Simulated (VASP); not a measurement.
# InSb (I-4m2) in VASP: a series of runs

Runs on InSb. Level: PBE. Tasks: single point.

Program: VASP 6.6.1. These are calculated values, not measurements. Logs are shortened: lines on timing, memory, paths and dates and some standing lists are left out, and cuts for length are marked.

### Step 1. The cell of the first run

Symmetry: I-4m2, No. 119, tetragonal system. The conventional cell has a = 4.489 Å, b = 4.489 Å, c = 6.478 Å, α = 90.00°, β = 90.00°, γ = 90.00°. Within 3.6 Å of In (site symmetry -4m2) lie 4 Sb at 2.77 Å. Within 3.6 Å of Sb (site symmetry -4m2) lie 4 In at 2.77 Å.

### Step 2. Single point, PBE (equal xx and yy strain of -2 %)

INCAR

```
SYSTEM = InSb
PREC = Accurate
ENCUT = 520
EDIFF = 1E-6
ISMEAR = -1
SIGMA = 0.03
LREAL = .FALSE.
LASPH = .TRUE.
NELM = 100
ALGO = Normal
ISIF = 2
LWAVE = .FALSE.
LCHARG = .FALSE.
GGA = PE
NBANDS = 16
```

KPOINTS

```
Automatic mesh
0
G
  10 10 10
  0 0 0
```

POSCAR

```
InSb
1.0
    0.0000000000      3.1743180000      3.2391000000
    3.1743180000      0.0000000000      3.2391000000
    3.1743180000      3.1743180000      0.0000000000
In Sb
1 1
Direct
    0.0000000000      0.0000000000      0.0000000000
    0.7500000000      0.7500000000      0.7500000000
```

Potentials or basis: VASP PAW PBE potentials, release 64 (In_d, Sb).

Run with:

```console
$ cat potpaw_PBE.64/In_d/POTCAR potpaw_PBE.64/Sb/POTCAR > POTCAR
$ mpirun -np 1 vasp_std > vasp.out
```

OUTCAR:

```text
SYSTEM = InSb
   PREC = Accurate
   ENCUT = 520
   EDIFF = 1E-6
   ISMEAR = -1
   LREAL = .FALSE.
   LASPH = .TRUE.
   NELM = 100
   ISIF = 2
   GGA = PE

 ion  position               nearest neighbor table
   1  0.000  0.000  0.000-   2 2.77   2 2.77   2 2.77   2 2.77
   2  0.750  0.750  0.750-   1 2.77   1 2.77   1 2.77   1 2.77

  LATTYP: Found a body centered tetragonal cell.
 ALAT       =     4.4891635669
 C/A-ratio  =     1.4430750636

  Lattice vectors:

 A1 = (  -3.1743180000,   0.0000000000,   3.2391000000)
 A2 = (   3.1743180000,   0.0000000000,   3.2391000000)
 A3 = (   0.0000000000,   3.1743180000,  -3.2391000000)

Analysis of symmetry for initial positions (statically):
=====================================================================
 Subroutine PRICEL returns:
 Original cell was already a primitive cell.

 Routine SETGRP: Setting up the symmetry group for a
 body centered tetragonal supercell.

 Subroutine GETGRP returns: Found  8 space group operations
 (whereof  8 operations were pure point group operations)
 out of a pool of 16 trial point group operations.

The static configuration has the point symmetry D_2d.

Analysis of symmetry for dynamics (positions and initial velocities):
=====================================================================
 Subroutine PRICEL returns:
 Original cell was already a primitive cell.

 Routine SETGRP: Setting up the symmetry group for a
 body centered tetragonal supercell.

 Subroutine GETGRP returns: Found  8 space group operations
 (whereof  8 operations were pure point group operations)
 out of a pool of 16 trial point group operations.

The dynamic configuration has the point symmetry D_2d.

 Subroutine INISYM returns: Found  8 space group operations
 (whereof  8 operations are pure point group operations),
 and found     1 'primitive' translations

----------------------------------------------------------------------------------------

                                     Primitive cell

  volume of cell :      65.2763

  direct lattice vectors                    reciprocal lattice vectors
     0.000000000  3.174318000  3.239100000    -0.157514149  0.157514149  0.154363867
     3.174318000  0.000000000  3.239100000     0.157514149 -0.157514149  0.154363867
     3.174318000  3.174318000  0.000000000     0.157514149  0.157514149 -0.154363867

  length of vectors
     4.535202705  4.535202705  4.489163567     0.271015900  0.271015900  0.271015900

  position of ions in fractional coordinates (direct lattice)
     0.000000000  0.000000000  0.000000000
     0.750000000  0.750000000  0.750000000

  ion indices of the primitive-cell ions
   primitive index   ion index
                 1           1
                 2           2

----------------------------------------------------------------------------------------

 KPOINTS: Automatic mesh

Automatic generation of k-mesh.
 Grid dimensions read from file:
 generate k-points for:   10   10   10

 Generating k-lattice:

  Cartesian coordinates                     Fractional coordinates (reciprocal lattice)
    -0.015751415  0.015751415  0.015436387     0.100000000  0.000000000  0.000000000
     0.015751415 -0.015751415  0.015436387     0.000000000  0.100000000  0.000000000
     0.015751415  0.015751415 -0.015436387    -0.000000000 -0.000000000  0.100000000

  Length of vectors
     0.027101590  0.027101590  0.027101590

  Shift w.r.t. Gamma in fractional coordinates (k-lattice)
     0.000000000  0.000000000  0.000000000

 Subroutine IBZKPT returns following result:
 ===========================================

 Found    102 irreducible k-points:

 Following reciprocal coordinates:
            Coordinates               Weight
  0.000000  0.000000  0.000000      1.000000
  0.100000 -0.000000  0.000000      8.000000
  0.200000 -0.000000  0.000000      8.000000
  0.300000  0.000000  0.000000      8.000000
  0.400000  0.000000  0.000000      8.000000
  0.500000 -0.000000  0.000000      4.000000
[... 16 lines left out ...]
  0.300000  0.300000  0.000000      2.000000
  0.400000  0.300000  0.000000      8.000000
 [... further k-points ...]
   k-points           NKPTS =    102   k-points in BZ     NKDIM =    102   number of bands    NBANDS=     16
   number of dos      NEDOS =    301   number of ions     NIONS =      2
   total plane-waves  NPLWV =  46656
   dimension x,y,z NGX =    36 NGY =   36 NGZ =   36
   dimension x,y,z NGXF=    72 NGYF=   72 NGZF=   72
   ions per type =               1   1
   NGX,Y,Z   is equivalent  to a cutoff of  13.20, 13.20, 13.33 a.u.
   NGXF,Y,Z  is equivalent  to a cutoff of  26.39, 26.39, 26.66 a.u.
 SYSTEM =  InSb
   PREC   = accura    normal or accurate (medium, high low for compatibility)
   ISTART =      0    job   : 0-new  1-cont  2-samecut
   ICHARG =      2    charge: 1-file 2-atom 10-const
   ISPIN  =      1    spin polarized calculation?
   LNONCOLLINEAR =      F non collinear calculations
   LSORBIT =      F    spin-orbit coupling
   LASPH  =      T    aspherical Exc in radial PAW
   ENCUT  =  520.0 eV  38.22 Ry    6.18 a.u.   8.43  8.43  8.35*2*pi/ulx,y,z
   NELM   =    100;   NELMIN=  2; NELMDL= -5     # of ELM steps
   EDIFF  = 0.1E-05   stopping-criterion for ELM
   LREAL  =      F    real-space projection
   EDIFFG = 0.1E-04   stopping-criterion for IOM
   NSW    =      0    number of steps for IOM
   IBRION =     -1    ionic relax: 0-MD 1-quasi-New 2-CG
   NFREE  =      0    steps in history (QN), initial steepest desc. (CG)
   ISIF   =      2    stress and relaxation
   ISYM   =      2    0-nonsym 1-usesym 2-fastsym
   POTIM  = 0.5000    time-step for ionic-motion
   TEBEG  =    0.0;   TEEND  =   0.0 temperature during run
   PSTRESS=    0.0 pullay stress
   NELECT =      18.0000    total number of electrons
   NUPDOWN=      -1.0000    fix difference up-down
   EMIN   =  10.00;   EMAX   =-10.00  energy-range for DOS
   EFERMI =   0.00;   METHOD = LEGACY
   ISMEAR =    -1;   SIGMA  =   0.03  broadening in eV -4-tet -1-fermi 0-gaus
   EFERMI_NEDOS =   21; number of points for ismear=-14 and -15
   IALGO  =     38    algorithm
   IMIX   =      4    mixing-type and parameters
     AMIX     =   0.40;   BMIX     =  1.00
     AMIX_MAG =   1.60;   BMIX_MAG =  1.00
  volume/ion in A,a.u.               =      32.64       220.25
  Fermi-wavevector in a.u.,A,eV,Ry     =   1.065567  2.013629 15.448492  1.135432
  Thomas-Fermi vector in A             =   2.201122
   LORBIT       =      0    0 simple, 1 ext, 2 COOP (PROOUT), +10 PAW based schemes
   GGA     = PE    functional components
   LHFCALC =     F    Hartree Fock is set to
   AEXX    =    0.0000 exact exchange contribution
   IVDW    =     0    specifies the selected vdW correction
   LEPSILON=     F    determine dielectric tensor
   LRPA    =     F    only Hartree local field effects (RPA)
 non-spin polarized calculation
  energy-cutoff  :      520.00
  volume of cell :       65.28
 maximum number of plane-waves:      1793
 NGX is ok and might be reduce to    36
   NGX = 17   NGY = 17   NGZ = 17

 number of electron      18.0000002 magnetization

 Free energy of the ion-electron system (eV)
  ---------------------------------------------------
  ext. energy  EPLUGINS =         0.00000000
  ---------------------------------------------------
  free energy    TOTEN  =        -6.83319870 eV

  energy without entropy =       -6.83306749  energy(sigma->0) =       -6.83313310

 E-fermi :   5.6111     XC(G=0):  -8.8623

 val. band max:        5.5944950703   @ k =   0.0000   0.0000   0.0000
 cond. band min:       6.1540138905   @ k =   0.5000  -0.0000   0.0000
 fundamental gap:      0.5595188203
 Fermi energy:         5.6111300621

 k-point     1 :       0.0000    0.0000    0.0000
  band No.  band energies     occupation
      1      -9.1554      2.00000
      2      -9.1512      2.00000
      3      -9.1512      2.00000
      4      -9.0565      2.00000
      5      -9.0544      2.00000
      6      -5.4365      2.00000
[... 8 lines left out ...]
     15      13.7437      0.00000
     16      14.0669      0.00000

 k-point     2 :       0.1000   -0.0000    0.0000
  band No.  band energies     occupation
      1      -9.1586      2.00000
      2      -9.1511      2.00000
      3      -9.1488      2.00000
      4      -9.0568      2.00000
      5      -9.0545      2.00000
      6      -5.3397      2.00000
[... 8 lines left out ...]
     15      13.0956      0.00000
     16      13.3374      0.00000

 k-point     3 :       0.2000   -0.0000    0.0000
  band No.  band energies     occupation
      1      -9.1724      2.00000
      2      -9.1453      2.00000
      3      -9.1427      2.00000
      4      -9.0572      2.00000
      5      -9.0545      2.00000
      6      -5.0598      2.00000
[... 8 lines left out ...]
     15      12.7880      0.00000
     16      12.8906      0.00000

 k-point     4 :       0.3000    0.0000    0.0000
  band No.  band energies     occupation
      1      -9.1897      2.00000
      2      -9.1385      2.00000
      3      -9.1359      2.00000
      4      -9.0571      2.00000
      5      -9.0536      2.00000
      6      -4.6376      2.00000
[... 8 lines left out ...]
     15      13.1043      0.00000
     16      13.1055      0.00000
[... 324 lines left out ...]
 k-point    22 :      -0.2000    0.2000    0.0000
  band No.  band energies     occupation
      1      -9.1967      2.00000
      2      -9.1331      2.00000
      3      -9.1323      2.00000
      4      -9.0605      2.00000
      5      -9.0526      2.00000
      6      -4.4824      2.00000
[... 8 lines left out ...]
     15      13.9498      0.00000
     16      14.5492      0.00000

 k-point    23 :       0.3000    0.3000    0.0000
  band No.  band energies     occupation
      1      -9.2165      2.00000
      2      -9.1184      2.00000
      3      -9.1184      2.00000
      4      -9.0674      2.00000
      5      -9.0505      2.00000
      6      -4.3719      2.00000
[... 8 lines left out ...]
     15      14.9232      0.00000
     16      15.2961      0.00000

 k-point    24 :       0.4000    0.3000    0.0000
  band No.  band energies     occupation
      1      -9.2264      2.00000
      2      -9.1136      2.00000
      3      -9.1122      2.00000
      4      -9.0692      2.00000
      5      -9.0498      2.00000
      6      -4.0016      2.00000
[... 8 lines left out ...]
     15      15.3193      0.00000
     16      15.7357      0.00000

 [... further k-points ...]
[... 5 lines left out ...]
  --------------------------------------------------------------------------------------
  -------------------------------------------------------------------------------------
  Total        2.2600582      2.2600582      2.0467617      0.0000000      0.0000000      0.0000000
  in kB       55.4721483     55.4721483     50.2368798      0.0000000      0.0000000      0.0000000
  external PRESSURE =      53.7270588 kB  Pullay stress =       0.0000000 kB

 VOLUME and BASIS-vectors are now :
 -----------------------------------------------------------------------------
  energy-cutoff  :      520.00
  volume of cell :       65.28
      direct lattice vectors                 reciprocal lattice vectors
     0.000000000  3.174318000  3.239100000    -0.157514149  0.157514149  0.154363867
     3.174318000  0.000000000  3.239100000     0.157514149 -0.157514149  0.154363867
     3.174318000  3.174318000  0.000000000     0.157514149  0.157514149 -0.154363867

 POSITION                                       TOTAL-FORCE (eV/Angst)
 -----------------------------------------------------------------------------------
      0.00000      0.00000      0.00000         0.000000      0.000000     -0.000000
      4.76148      4.76148      4.85865         0.000000     -0.000000      0.000000
 -----------------------------------------------------------------------------------
    total drift:                                0.000000      0.000000      0.000000

  FREE ENERGIE OF THE ION-ELECTRON SYSTEM (eV)
  ---------------------------------------------------
  free  energy   TOTEN  =        -6.8331987031 eV

  energy  without entropy=       -6.8330674913  energy(sigma->0) =       -6.83313310
```

Wall time 51 s (1 thread of Intel Xeon Platinum 8488C (Sapphire Rapids), shared host); peak memory 0.27 GiB.

Results:

| Item | Value |
| --- | --- |
| Free energy | -6.8332 eV |
| Pressure | 5.4 GPa |

Levels at points of the mesh, in eV from the Fermi level:
| k point | band 7 | band 8 | band 9 | band 10 | band 11 | band 12 |
| --- | --- | --- | --- | --- | --- | --- |
| (0.00, 0.00, 0.00) | -0.13 | -0.03 | -0.03 | -0.02 | 2.88 | 2.88 |
| (0.50, 0.00, 0.00) | -5.88 | -1.20 | -1.06 | 0.54 | 3.70 | 3.81 |
| (0.50, 0.50, 0.00) | -6.22 | -2.39 | -2.39 | 1.28 | 1.34 | 8.33 |
| (0.50, 0.00, 0.50) | -6.13 | -2.51 | -2.49 | 1.17 | 1.19 | 8.28 |

Caveat: the cell differs from its parent crystal (equal xx and yy strain of -2 %); spin-orbit coupling is left out, which moves the levels of the heavy elements.

### Step 3. Single point, PBE (equal xx and yy strain of +1 %)

INCAR

```
ALGO = Normal
EDIFF = 1E-6
ENCUT = 520
GGA = PE
ISIF = 2
ISMEAR = -1
LASPH = True
LCHARG = False
LREAL = False
LWAVE = False
NBANDS = 16
NELM = 80
PREC = Accurate
SIGMA = 0.03
```

KPOINTS

```
k-points
0
Gamma
  10 10 10
```

POSCAR

```
InSb
1.0
    0.0000000000      3.2714910000      3.2391000000
    3.2714910000      0.0000000000      3.2391000000
    3.2714910000      3.2714910000      0.0000000000
In Sb
1 1
Direct
    0.0000000000      0.0000000000      0.0000000000
    0.7500000000      0.7500000000      0.7500000000
```

Potentials or basis: VASP PAW PBE potentials, release 64 (In_d, Sb).

Run with:

```console
$ cat potpaw_PBE.64/In_d/POTCAR potpaw_PBE.64/Sb/POTCAR > POTCAR
$ mpirun -np 1 vasp_std > vasp.out
```

Run time: 61 s. Hardware: 1 thread of Intel Xeon Platinum 8488C (Sapphire Rapids), shared host; peak memory 0.27 GiB.

It converged, with:

```
Free energy            : -6.9281 eV
Pressure               : 2.1 GPa
Band gap on the k mesh : 0.05 eV, direct
```

Stress tensor (GPa, compression positive):
```
2.05 0.00 0.00
0.00 2.05 0.00
0.00 0.00 2.30
```

Levels at points of the mesh, in eV from the valence-band top:
```csv
k point,band 7,band 8,band 9,band 10,band 11,band 12
"(0.00, 0.00, 0.00)",-0.29,0.00,0.00,0.05,2.96,2.99
"(0.50, 0.00, 0.00)",-5.51,-0.99,-0.93,0.52,3.80,3.85
"(0.50, 0.50, 0.00)",-5.79,-2.22,-2.22,1.31,1.37,8.06
"(0.50, 0.00, 0.50)",-5.83,-2.17,-2.16,1.38,1.41,8.03
```

Caveat: the cell differs from its parent crystal (equal xx and yy strain of +1 %); spin-orbit coupling is left out, which moves the levels of the heavy elements. A k mesh can miss the band edges.
